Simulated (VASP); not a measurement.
# TaF3 (Pm-3m) in VASP: a series of runs

Aim: see how the results for TaF3 move with the level of theory and the settings. Levels: PBE, PBE+U. Tasks: single point, relaxation of cell and atoms.

All numbers are computed with VASP 6.6.1; they aren't measurements. Logs are shortened: lines on timing, memory, paths and dates and some standing lists are left out, and cuts for length are marked.

### 1 The cell of the first run

Symmetry: Pm-3m, No. 221, cubic system. Conventional cell: a = 3.901 Å, b = 3.901 Å, c = 3.901 Å, α = 90.00°, β = 90.00°, γ = 90.00°. Ta (site symmetry m-3m) has 6 F at 1.95 Å within 2.6 Å. F (site symmetry 4/mmm) has 2 Ta at 1.95 Å within 2.6 Å.

### 2 Single point, PBE

INCAR reads:

```
SYSTEM = TaF3
PREC = Accurate ; ENCUT = 520
EDIFF = 1E-7 ; ISMEAR = 0
SIGMA = 0.1 ; LREAL = .False.
LASPH = .True. ; NELM = 100
ALGO = Normal ; ISIF = 2
LWAVE = .False. ; LCHARG = .False.
GGA = PE ; NBANDS = 24
```

KPOINTS reads:

```
Automatic mesh
0
Gamma
  6 6 6
  0 0 0
```

POSCAR reads:

```
TaF3
1.0
    3.9012000000      0.0000000000      0.0000000000
    0.0000000000      3.9012000000      0.0000000000
    0.0000000000      0.0000000000      3.9012000000
Ta F
1 3
Direct
    0.0000000000      0.0000000000      0.0000000000
    0.0000000000      0.0000000000      0.5000000000
    0.0000000000      0.5000000000      0.0000000000
    0.5000000000      0.0000000000      0.0000000000
```

Potentials or basis: VASP PAW PBE potentials, release 64 (Ta_pv, F).

Launch:

```console
$ cat potpaw_PBE.64/Ta_pv/POTCAR potpaw_PBE.64/F/POTCAR > POTCAR
$ mpirun -np 1 vasp_std > vasp.out
```

OUTCAR:

```text
SYSTEM = TaF3
   PREC = Accurate
   ENCUT = 520
   EDIFF = 1E-7
   ISMEAR = 0
   LREAL = .False.
   LASPH = .True.
   NELM = 100
   ISIF = 2
   GGA = PE

 ion  position               nearest neighbor table
   1  0.000  0.000  0.000-   2 1.95   3 1.95   4 1.95   2 1.95   3 1.95   4 1.95
   2  0.000  0.000  0.500-   1 1.95   1 1.95
   3  0.000  0.500  0.000-   1 1.95   1 1.95
   4  0.500  0.000  0.000-   1 1.95   1 1.95

  LATTYP: Found a simple cubic cell.
 ALAT       =     3.9012000000

  Lattice vectors:

 A1 = (   3.9012000000,   0.0000000000,   0.0000000000)
 A2 = (   0.0000000000,   3.9012000000,   0.0000000000)
 A3 = (   0.0000000000,   0.0000000000,   3.9012000000)

Analysis of symmetry for initial positions (statically):
=====================================================================
 Subroutine PRICEL returns:
 Original cell was already a primitive cell.

 Routine SETGRP: Setting up the symmetry group for a
 simple cubic supercell.

 Subroutine GETGRP returns: Found 48 space group operations
 (whereof 48 operations were pure point group operations)
 out of a pool of 48 trial point group operations.

The static configuration has the point symmetry O_h .

Analysis of symmetry for dynamics (positions and initial velocities):
=====================================================================
 Subroutine PRICEL returns:
 Original cell was already a primitive cell.

 Routine SETGRP: Setting up the symmetry group for a
 simple cubic supercell.

 Subroutine GETGRP returns: Found 48 space group operations
 (whereof 48 operations were pure point group operations)
 out of a pool of 48 trial point group operations.

The dynamic configuration has the point symmetry O_h .

 Subroutine INISYM returns: Found 48 space group operations
 (whereof 48 operations are pure point group operations),
 and found     1 'primitive' translations

----------------------------------------------------------------------------------------

                                     Primitive cell

  volume of cell :      59.3738

  direct lattice vectors                    reciprocal lattice vectors
     3.901200000  0.000000000  0.000000000     0.256331385  0.000000000  0.000000000
     0.000000000  3.901200000  0.000000000     0.000000000  0.256331385  0.000000000
     0.000000000  0.000000000  3.901200000     0.000000000  0.000000000  0.256331385

  length of vectors
     3.901200000  3.901200000  3.901200000     0.256331385  0.256331385  0.256331385

  position of ions in fractional coordinates (direct lattice)
     0.000000000  0.000000000  0.000000000
     0.000000000  0.000000000  0.500000000
     0.000000000  0.500000000  0.000000000
     0.500000000  0.000000000  0.000000000

  ion indices of the primitive-cell ions
   primitive index   ion index
                 1           1
                 2           2
                 3           3
                 4           4

----------------------------------------------------------------------------------------

 KPOINTS: Automatic mesh

Automatic generation of k-mesh.
 Grid dimensions read from file:
 generate k-points for:    6    6    6

 Generating k-lattice:

  Cartesian coordinates                     Fractional coordinates (reciprocal lattice)
     0.042721898  0.000000000  0.000000000     0.166666667  0.000000000  0.000000000
     0.000000000  0.042721898  0.000000000     0.000000000  0.166666667  0.000000000
     0.000000000  0.000000000  0.042721898     0.000000000  0.000000000  0.166666667

  Length of vectors
     0.042721898  0.042721898  0.042721898

  Shift w.r.t. Gamma in fractional coordinates (k-lattice)
     0.000000000  0.000000000  0.000000000

 Subroutine IBZKPT returns following result:
 ===========================================

 Found     20 irreducible k-points:

 Following reciprocal coordinates:
            Coordinates               Weight
  0.000000  0.000000  0.000000      1.000000
  0.166667  0.000000  0.000000      6.000000
  0.333333  0.000000  0.000000      6.000000
  0.500000  0.000000  0.000000      3.000000
  0.166667  0.166667  0.000000     12.000000
  0.333333  0.166667  0.000000     24.000000
[... 12 lines left out ...]
  0.500000  0.500000  0.333333      6.000000
  0.500000  0.500000  0.500000      1.000000
   k-points           NKPTS =     20   k-points in BZ     NKDIM =     20   number of bands    NBANDS=     24
   number of dos      NEDOS =    301   number of ions     NIONS =      4
   total plane-waves  NPLWV =  27000
   dimension x,y,z NGX =    30 NGY =   30 NGZ =   30
   dimension x,y,z NGXF=    60 NGYF=   60 NGZF=   60
   ions per type =               1   3
   NGX,Y,Z   is equivalent  to a cutoff of  12.78, 12.78, 12.78 a.u.
   NGXF,Y,Z  is equivalent  to a cutoff of  25.57, 25.57, 25.57 a.u.
 SYSTEM =  TaF3
   PREC   = accura    normal or accurate (medium, high low for compatibility)
   ISTART =      0    job   : 0-new  1-cont  2-samecut
   ICHARG =      2    charge: 1-file 2-atom 10-const
   ISPIN  =      1    spin polarized calculation?
   LNONCOLLINEAR =      F non collinear calculations
   LSORBIT =      F    spin-orbit coupling
   LASPH  =      T    aspherical Exc in radial PAW
   ENCUT  =  520.0 eV  38.22 Ry    6.18 a.u.   7.25  7.25  7.25*2*pi/ulx,y,z
   NELM   =    100;   NELMIN=  2; NELMDL= -5     # of ELM steps
   EDIFF  = 0.1E-06   stopping-criterion for ELM
   LREAL  =      F    real-space projection
   EDIFFG = 0.1E-05   stopping-criterion for IOM
   NSW    =      0    number of steps for IOM
   IBRION =     -1    ionic relax: 0-MD 1-quasi-New 2-CG
   NFREE  =      0    steps in history (QN), initial steepest desc. (CG)
   ISIF   =      2    stress and relaxation
   ISYM   =      2    0-nonsym 1-usesym 2-fastsym
   POTIM  = 0.5000    time-step for ionic-motion
   TEBEG  =    0.0;   TEEND  =   0.0 temperature during run
   PSTRESS=    0.0 pullay stress
   NELECT =      32.0000    total number of electrons
   NUPDOWN=      -1.0000    fix difference up-down
   EMIN   =  10.00;   EMAX   =-10.00  energy-range for DOS
   EFERMI =   0.00;   METHOD = LEGACY
   ISMEAR =     0;   SIGMA  =   0.10  broadening in eV -4-tet -1-fermi 0-gaus
   EFERMI_NEDOS =   21; number of points for ismear=-14 and -15
   IALGO  =     38    algorithm
   IMIX   =      4    mixing-type and parameters
     AMIX     =   0.40;   BMIX     =  1.00
     AMIX_MAG =   1.60;   BMIX_MAG =  1.00
  volume/ion in A,a.u.               =      14.84       100.17
  Fermi-wavevector in a.u.,A,eV,Ry     =   1.332273  2.517631 24.149685  1.774952
  Thomas-Fermi vector in A             =   2.461221
   LORBIT       =      0    0 simple, 1 ext, 2 COOP (PROOUT), +10 PAW based schemes
   GGA     = PE    functional components
   LHFCALC =     F    Hartree Fock is set to
   AEXX    =    0.0000 exact exchange contribution
   IVDW    =     0    specifies the selected vdW correction
   LEPSILON=     F    determine dielectric tensor
   LRPA    =     F    only Hartree local field effects (RPA)
 non-spin polarized calculation
 Gauss-broadening in eV      SIGMA  =   0.10
  energy-cutoff  :      520.00
  volume of cell :       59.37
 maximum number of plane-waves:      1628
 NGX is ok and might be reduce to    30
   NGX = 15   NGY = 15   NGZ = 15

 number of electron      32.0000001 magnetization

 Free energy of the ion-electron system (eV)
  ---------------------------------------------------
  ext. energy  EPLUGINS =         0.00000000
  ---------------------------------------------------
  free energy    TOTEN  =       -26.02637143 eV

  energy without entropy =      -26.01053309  energy(sigma->0) =      -26.01845226

 E-fermi :   4.9959     XC(G=0):  -9.0483

 val. band max:        4.9686501117   @ k =   0.3333   0.3333   0.0000
 cond. band min:       5.0061132373   @ k =   0.3333   0.3333   0.0000
 fundamental gap:      0.0374631256
 Fermi energy:         4.9959451170

 k-point     1 :       0.0000    0.0000    0.0000
  band No.  band energies     occupation
      1     -32.1173      2.00000
      2     -32.1173      2.00000
      3     -32.1173      2.00000
      4     -24.1373      2.00000
      5     -23.8086      2.00000
      6     -23.8086      2.00000
[... 16 lines left out ...]
     23      13.5974      0.00000
     24      13.9195      0.00000

 k-point     2 :       0.1667    0.0000    0.0000
  band No.  band energies     occupation
      1     -32.2176      2.00000
      2     -32.1158      2.00000
      3     -32.1158      2.00000
      4     -24.0663      2.00000
      5     -23.8078      2.00000
      6     -23.5787      2.00000
[... 16 lines left out ...]
     23      13.8302      0.00000
     24      14.0400      0.00000

 k-point     3 :       0.3333    0.0000    0.0000
  band No.  band energies     occupation
      1     -32.4053      2.00000
      2     -32.1128      2.00000
      3     -32.1128      2.00000
      4     -24.0278      2.00000
      5     -23.8042      2.00000
      6     -22.9965      2.00000
[... 16 lines left out ...]
     23      14.3556      0.00000
     24      14.7952      0.00000

 k-point     4 :       0.5000    0.0000    0.0000
  band No.  band energies     occupation
      1     -32.4936      2.00000
      2     -32.1114      2.00000
      3     -32.1114      2.00000
      4     -24.0201      2.00000
      5     -23.8026      2.00000
      6     -22.6812      2.00000
[... 16 lines left out ...]
     23      14.6574      0.00000
     24      15.4399      0.00000

 k-point     5 :       0.1667    0.1667    0.0000
  band No.  band energies     occupation
      1     -32.2168      2.00000
      2     -32.2153      2.00000
      3     -32.1143      2.00000
      4     -23.9800      2.00000
      5     -23.6363      2.00000
      6     -23.5344      2.00000
[... 343 lines left out ...]
 k-point    18 :       0.5000    0.3333    0.3333
  band No.  band energies     occupation
      1     -32.4835      2.00000
      2     -32.3945      2.00000
      3     -32.3932      2.00000
      4     -23.0212      2.00000
      5     -22.9621      2.00000
      6     -22.6716      2.00000
[... 16 lines left out ...]
     23      12.1311      0.00000
     24      13.3725      0.00000

 k-point    19 :       0.5000    0.5000    0.3333
  band No.  band energies     occupation
      1     -32.4818      2.00000
      2     -32.4818      2.00000
      3     -32.3923      2.00000
      4     -22.9900      2.00000
      5     -22.6701      2.00000
      6     -22.6701      2.00000
[... 16 lines left out ...]
     23      12.4357      0.00000
     24      12.8152      0.00000

 k-point    20 :       0.5000    0.5000    0.5000
  band No.  band energies     occupation
      1     -32.4801      2.00000
      2     -32.4801      2.00000
      3     -32.4801      2.00000
      4     -22.6681      2.00000
      5     -22.6681      2.00000
      6     -22.6681      2.00000
[... 16 lines left out ...]
     23      12.6493      0.00000
     24      12.6493      0.00000

------------------------ aborting loop because EDIFF is reached ----------------------------------------

  FORCE on cell =-STRESS in cart. coord.  units (eV):
  Direction    XX          YY          ZZ          XY          YZ          ZX
  --------------------------------------------------------------------------------------
  -------------------------------------------------------------------------------------
  Total        9.5983087      9.5983087      9.5983087      0.0000000     -0.0000000      0.0000000
  in kB      259.0064923    259.0064923    259.0064923      0.0000000     -0.0000000      0.0000000
  external PRESSURE =     259.0064923 kB  Pullay stress =       0.0000000 kB

 VOLUME and BASIS-vectors are now :
 -----------------------------------------------------------------------------
  energy-cutoff  :      520.00
  volume of cell :       59.37
      direct lattice vectors                 reciprocal lattice vectors
     3.901200000  0.000000000  0.000000000     0.256331385  0.000000000  0.000000000
     0.000000000  3.901200000  0.000000000     0.000000000  0.256331385  0.000000000
     0.000000000  0.000000000  3.901200000     0.000000000  0.000000000  0.256331385

 POSITION                                       TOTAL-FORCE (eV/Angst)
 -----------------------------------------------------------------------------------
      0.00000      0.00000      0.00000         0.000000      0.000000      0.000000
      0.00000      0.00000      1.95060         0.000000      0.000000      0.000000
      0.00000      1.95060      0.00000         0.000000      0.000000      0.000000
      1.95060      0.00000      0.00000         0.000000      0.000000      0.000000
 -----------------------------------------------------------------------------------
    total drift:                                0.000000      0.000000      0.000000

  FREE ENERGIE OF THE ION-ELECTRON SYSTEM (eV)
  ---------------------------------------------------
  free  energy   TOTEN  =       -26.0263714323 eV

  energy  without entropy=      -26.0105330902  energy(sigma->0) =      -26.01845226
```

Wall time 50 s (1 thread of AMD EPYC 7R43 (Zen 3), shared host); peak memory 0.14 GiB.

Results:

```
Free energy            : -26.0264 eV
Pressure               : 25.9 GPa
Band gap on the k mesh : zero (band 16 reaches 6.73 eV, above the bottom of band 17 at 3.71 eV)
```

Caveat: spin-orbit coupling is left out, which moves the levels of the heavy elements.

### 3 Single point, PBE

INCAR reads:

```
PREC = Accurate
ENCUT = 520
EDIFF = 1E-6
ISMEAR = 0
SIGMA = 0.1
LREAL = False
LASPH = True
NELM = 80
ALGO = Normal
ISIF = 2
LWAVE = False
LCHARG = False
GGA = PE
NBANDS = 24
```

KPOINTS reads:

```
regular mesh
0
Gamma
  6 6 6
```

POSCAR is that of step 2.

Potentials or basis: VASP PAW PBE potentials, release 64 (Ta_pv, F).

Launch:

```console
$ cat potpaw_PBE.64/Ta_pv/POTCAR potpaw_PBE.64/F/POTCAR > POTCAR
$ mpirun -np 1 vasp_std > vasp.out
```

Wall time 43 s (1 thread of AMD EPYC 7R43 (Zen 3), shared host); peak memory 0.14 GiB.

Results (log left out):

* Free energy: -26.0264 eV
* Pressure: 25.9 GPa
* Band gap on the k mesh: zero (band 16 reaches 6.73 eV, above the bottom of band 17 at 3.71 eV)

Levels at points of the mesh, in eV from the Fermi level:
| k point | band 12 | band 13 | band 14 | band 15 | band 16 | band 17 | band 18 | band 19 | band 20 | band 21 |
| --- | --- | --- | --- | --- | --- | --- | --- | --- | --- | --- |
| (0.00, 0.00, 0.00) | -9.28 | -9.24 | -9.24 | -9.24 | -1.28 | -1.28 | -1.28 | -0.52 | 2.58 | 2.58 |
| (0.50, 0.00, 0.00) | -9.96 | -9.42 | -9.25 | -9.25 | -1.19 | 0.33 | 0.33 | 2.22 | 2.36 | 2.70 |
| (0.50, 0.50, 0.00) | -9.76 | -9.66 | -9.66 | -8.62 | 0.43 | 0.43 | 1.46 | 3.27 | 4.84 | 5.07 |
| (0.50, 0.50, 0.50) | -11.38 | -8.61 | -8.61 | -8.61 | 1.74 | 1.74 | 1.74 | 3.64 | 7.46 | 7.46 |

Caveat: spin-orbit coupling is left out, which moves the levels of the heavy elements.

[end of part 1 of 2]
